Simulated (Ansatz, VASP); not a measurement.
**WS2: VASP beside Ansatz**

```
W S
1.0
    -1.57900   -2.73491    0.00000
     1.57900   -2.73491    0.00000
     0.00000   -4.10236   18.48999
W S
3 6
Direct
  0.46788 0.46788 0.70950
  0.30121 0.30121 0.04283
  0.38454 0.38454 0.37617
  0.65515 0.65515 0.45980
  0.73848 0.73848 0.79313
  0.57182 0.57182 0.12647
  0.78212 0.78212 0.29050
  0.86546 0.86546 0.62383
  0.94879 0.94879 0.95717
```

Alike in both runs: task single point; functional PBEsol; k mesh 10 × 10 × 2; occupations gaussian, width 0.05 eV; no spin polarisation.

|  | VASP | Ansatz |
| --- | --- | --- |
| version | VASP 6.6.1 | Ansatz 0.2.0 |
| potentials or method | VASP PAW PBE potentials, release 64 (W_sv, S), cutoff 520 eV | scalar-relativistic, plane waves, PAW |
| valence electrons in the cell | 78 | 78 |

|  | VASP | Ansatz | Ansatz less VASP |
| --- | --- | --- | --- |
| gap on the k mesh at the Fermi level (eV) | none | none | - |
| pressure (GPa) | 1.8 | 1.7 | -0.11 |
| traceless stress, the component that is largest in VASP (GPa) | 4.18 | 4.17 | -0.012 |
| rms of the force components (eV/Å) | 0.646 | 0.642 | -0.0036 |

VASP's potentials were made for PBE, not for PBEsol. Atom by atom the forces differ by 0.010 eV/Å (rms over components). A gap of «none» marks a metal or a gap that the smearing closes. With one functional, cell and mesh, what is left measures potentials, basis and numerics.

Spin-orbit coupling is off throughout.
